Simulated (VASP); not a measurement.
# TiTe2 (Cm) in VASP: notebook, part 2 of 2

VASP 6.6.1.

**4. Single point, PBE**

File INCAR:

```
  ALGO = Normal
  EDIFF = 1E-7
  ENCUT = 520
  GGA = PE
  ISIF = 2
  ISMEAR = 0
  LASPH = T
  LCHARG = F
  LREAL = F
  LWAVE = F
  NBANDS = 19
  NELM = 100
  PREC = Accurate
  SIGMA = 0.15
```

File KPOINTS:

```
k-points
0
Gamma
  12 12 8
```

File POSCAR:

```
TiTe2
1.0
    3.7770008876      0.0000000000      0.0000000000
   -1.8885004438      3.2709787188      0.0000000000
    0.0000000000      0.0000000000      6.4980000000
Ti Te
1 2
Direct
    0.0060174365      0.0120348731     -0.0047441470
    0.6666666667      0.3333333333      0.2628000000
    0.3333333333      0.6666666667      0.7372000000
```

Potentials or basis: VASP PAW PBE potentials, release 64 (Ti_sv, Te).

On the command line:

```
$ cat potpaw_PBE.64/Ti_sv/POTCAR potpaw_PBE.64/Te/POTCAR > POTCAR
$ mpirun -np 1 vasp_std > vasp.out
```

OUTCAR:

```text
EDIFF = 1E-7
   ENCUT = 520
   GGA = PE
   ISIF = 2
   ISMEAR = 0
   LASPH = T
   LREAL = F
   NELM = 100
   PREC = Accurate

 ion  position               nearest neighbor table
   1  0.006  0.012  0.995-   3 2.72   3 2.77   3 2.77   2 2.77   2 2.77   2 2.82
   2  0.667  0.333  0.263-   1 2.77   1 2.77   1 2.82
   3  0.333  0.667  0.737-   1 2.72   1 2.77   1 2.77

  LATTYP: Found a hexagonal cell.
 ALAT       =     3.7770008876
 C/A-ratio  =     1.7204126219

  Lattice vectors:

 A1 = (   3.7770008876,   0.0000000000,   0.0000000000)
 A2 = (  -1.8885004438,   3.2709787188,   0.0000000000)
 A3 = (   0.0000000000,   0.0000000000,   6.4980000000)

Analysis of symmetry for initial positions (statically):
=====================================================================
 Subroutine PRICEL returns:
 Original cell was already a primitive cell.

 Routine SETGRP: Setting up the symmetry group for a
 hexagonal supercell.

 Subroutine GETGRP returns: Found  2 space group operations
 (whereof  2 operations were pure point group operations)
 out of a pool of 24 trial point group operations.

The static configuration has the point symmetry C_1h.

Analysis of symmetry for dynamics (positions and initial velocities):
=====================================================================
 Subroutine PRICEL returns:
 Original cell was already a primitive cell.

 Routine SETGRP: Setting up the symmetry group for a
 hexagonal supercell.

 Subroutine GETGRP returns: Found  2 space group operations
 (whereof  2 operations were pure point group operations)
 out of a pool of 24 trial point group operations.

The dynamic configuration has the point symmetry C_1h.

 Subroutine INISYM returns: Found  2 space group operations
 (whereof  2 operations are pure point group operations),
[... 107 lines left out ...]
   TEBEG  =    0.0;   TEEND  =   0.0 temperature during run
   PSTRESS=    0.0 pullay stress
   NELECT =      24.0000    total number of electrons
   NUPDOWN=      -1.0000    fix difference up-down
   EMIN   =  10.00;   EMAX   =-10.00  energy-range for DOS
   EFERMI =   0.00;   METHOD = LEGACY
   ISMEAR =     0;   SIGMA  =   0.15  broadening in eV -4-tet -1-fermi 0-gaus
   EFERMI_NEDOS =   21; number of points for ismear=-14 and -15
   IALGO  =     38    algorithm
   IMIX   =      4    mixing-type and parameters
     AMIX     =   0.40;   BMIX     =  1.00
     AMIX_MAG =   1.60;   BMIX_MAG =  1.00
  volume/ion in A,a.u.               =      26.76       180.58
  Fermi-wavevector in a.u.,A,eV,Ry     =   1.094655  2.068597 16.303433  1.198269
  Thomas-Fermi vector in A             =   2.230963
   LORBIT       =      0    0 simple, 1 ext, 2 COOP (PROOUT), +10 PAW based schemes
   GGA     = PE    functional components
   LHFCALC =     F    Hartree Fock is set to
   AEXX    =    0.0000 exact exchange contribution
   IVDW    =     0    specifies the selected vdW correction
   LEPSILON=     F    determine dielectric tensor
   LRPA    =     F    only Hartree local field effects (RPA)
 non-spin polarized calculation
 Gauss-broadening in eV      SIGMA  =   0.15
  energy-cutoff  :      520.00
  volume of cell :       80.28
 maximum number of plane-waves:      2181
   NGX = 13   NGY = 13   NGZ = 25

 number of electron      24.0000000 magnetization

 Free energy of the ion-electron system (eV)
  ---------------------------------------------------
  ext. energy  EPLUGINS =         0.00000000
  ---------------------------------------------------
  free energy    TOTEN  =       -16.20310230 eV

  energy without entropy =      -16.18815811  energy(sigma->0) =      -16.19563021

 E-fermi :   6.8409     XC(G=0):  -9.8598

 val. band max:        6.8389015699   @ k =   0.5000   0.0000   0.1250
 cond. band min:       6.8424262936   @ k =   0.0000   0.5000   0.0000
 fundamental gap:      0.0035247238
 Fermi energy:         6.8408558406

 k-point     1 :       0.0000    0.0000    0.0000
  band No.  band energies     occupation
      1     -50.6593      2.00000
      2     -26.9190      2.00000
      3     -26.9189      2.00000
      4     -26.8741      2.00000
      5      -5.5841      2.00000
      6      -4.0800      2.00000
[... 505 lines left out ...]
      6      -3.5672      2.00000
[... 11 lines left out ...]
     18      12.4036      0.00000
     19      12.8654      0.00000

 [... further k-points ...]
[... 5 lines left out ...]
  --------------------------------------------------------------------------------------
  -------------------------------------------------------------------------------------
  Total        0.2969769      0.3515198      0.8108409      0.0000000     -0.0498594      0.0000000
  in kB        5.9269148      7.0154554     16.1823548      0.0000000     -0.9950696      0.0000000
  external PRESSURE =       9.7082417 kB  Pullay stress =       0.0000000 kB

 VOLUME and BASIS-vectors are now :
 -----------------------------------------------------------------------------
  energy-cutoff  :      520.00
  volume of cell :       80.28
      direct lattice vectors                 reciprocal lattice vectors
     3.777000888  0.000000000  0.000000000     0.264760330  0.152859448  0.000000000
    -1.888500444  3.270978719  0.000000000     0.000000000  0.305718895  0.000000000
     0.000000000  0.000000000  6.498000000     0.000000000  0.000000000  0.153893506

 POSITION                                       TOTAL-FORCE (eV/Angst)
 -----------------------------------------------------------------------------------
     -0.00000      0.03937      6.46717         0.000000     -0.166124      0.325340
      1.88850      1.09033      1.70767         0.000000      0.066801     -0.115124
     -0.00000      2.18065      4.79033        -0.000000      0.099323     -0.210217
 -----------------------------------------------------------------------------------
    total drift:                                0.000000      0.000040      0.000106

  FREE ENERGIE OF THE ION-ELECTRON SYSTEM (eV)
  ---------------------------------------------------
  free  energy   TOTEN  =       -16.2031022997 eV

  energy  without entropy=      -16.1881581129  energy(sigma->0) =      -16.19563021
```

OSZICAR:

```text
N       E                     dE             d eps       ncg     rms          rms(c)
DAV:   1     0.179918188068E+03    0.17992E+03   -0.10641E+04 12160   0.118E+03
DAV:   2    -0.106109962077E+01   -0.18098E+03   -0.17590E+03 12595   0.303E+02
DAV:   3    -0.177904186530E+02   -0.16729E+02   -0.16290E+02 18568   0.848E+01
DAV:   4    -0.184285760242E+02   -0.63816E+00   -0.63394E+00 16038   0.154E+01
DAV:   5    -0.184517637932E+02   -0.23188E-01   -0.23177E-01 17263   0.287E+00    0.121E+01
DAV:   6    -0.186326270696E+02   -0.18086E+00   -0.38279E+01 13349   0.377E+01    0.145E+01
DAV:   7    -0.164657556643E+02    0.21669E+01   -0.32084E+01 15380   0.323E+01    0.549E+00
DAV:   8    -0.162027655996E+02    0.26299E+00   -0.15307E+00 14363   0.834E+00    0.174E+00
DAV:   9    -0.162279432709E+02   -0.25178E-01   -0.27046E-01 16649   0.320E+00    0.167E+00
DAV:  10    -0.162073337559E+02    0.20610E-01   -0.32320E-01 14666   0.376E+00    0.830E-01
DAV:  11    -0.162031996542E+02    0.41341E-02   -0.35086E-02 14251   0.133E+00    0.350E-01
DAV:  12    -0.162033027847E+02   -0.10313E-03   -0.30858E-03 14598   0.384E-01    0.253E-01
DAV:  13    -0.162031087958E+02    0.19399E-03   -0.73169E-04 14511   0.192E-01    0.535E-02
DAV:  14    -0.162031125104E+02   -0.37145E-05   -0.19946E-05 14059   0.346E-02    0.433E-02
DAV:  15    -0.162031060107E+02    0.64996E-05   -0.93343E-06 15593   0.230E-02    0.240E-02
DAV:  16    -0.162031020397E+02    0.39710E-05   -0.20283E-05 16350   0.274E-02    0.252E-03
DAV:  17    -0.162031022794E+02   -0.23965E-06   -0.43483E-07 13826   0.480E-03    0.208E-03
DAV:  18    -0.162031022997E+02   -0.20349E-07   -0.37600E-08  8036   0.137E-03
   1 F= -.16203102E+02 E0= -.16195630E+02  d E =-.149442E-01
```

Run time: 10 min. Hardware: 1 thread of Intel Xeon 8259CL, shared host; peak memory 0.56 GiB.

Results:

* Free energy: -16.2031 eV
* Pressure: 1.0 GPa
* Largest force: 0.365 eV/Å
* Band gap on the k mesh: zero (bands 12 and 13 overlap by 0.65 eV)

Forces in eV/Å, atoms in the order of the input:
```
Ti   0.000 -0.166  0.325
Te   0.000  0.067 -0.115
Te   0.000  0.099 -0.210
```

Levels at points of the mesh, in eV from the Fermi level:
```csv
k point,band 10,band 11,band 12,band 13,band 14,band 15
"(0.00, 0.00, 0.00)",0.29,0.36,0.36,0.59,1.07,1.07
"(0.50, 0.00, 0.00)",-2.41,-1.78,-1.15,0.01,1.12,1.46
"(0.00, 0.50, 0.00)",-2.42,-1.78,-1.16,0.00,1.12,1.46
"(0.00, 0.00, 0.50)",-1.63,0.34,0.34,0.75,0.76,1.02
"(0.50, 0.00, 0.50)",-2.05,-1.01,-0.65,-0.26,1.12,1.43
"(0.00, 0.50, 0.50)",-2.05,-1.00,-0.63,-0.29,1.12,1.43
```

Caveat: the cell differs from its parent crystal (all Ti atoms moved -0.050 Å, as atom 1 towards its neighbour atom 2 (Te) at 2.770 Å); spin-orbit coupling is left out, which moves the levels of the heavy elements; this functional lacks dispersion, which binds the layers, so the pressure and a relaxed spacing across them are unreliable.

**5. Overview**

```tsv
cell	gap on the mesh (eV)	pressure (GPa)	largest force (eV/Å)
as given, atomic positions A	none	1.2	0.75
as given, atomic positions B	none	1.0	0.55
as given, atomic positions C	none	1.0	0.37
```

Alike in all rows: task single point; level PBE; potentials or basis VASP PAW PBE potentials, release 64 (Ti_sv, Te); no spin polarisation; k mesh 12 × 12 × 8; cutoff (eV) 520; smearing gaussian 0.15 eV.

Caveats: spin-orbit coupling is left out, which moves the levels of the heavy elements; this functional lacks dispersion, which binds the layers, so the pressure and a relaxed spacing across them are unreliable.

Total energies depend on the potentials used, so only differences within one code and one set of settings carry meaning.
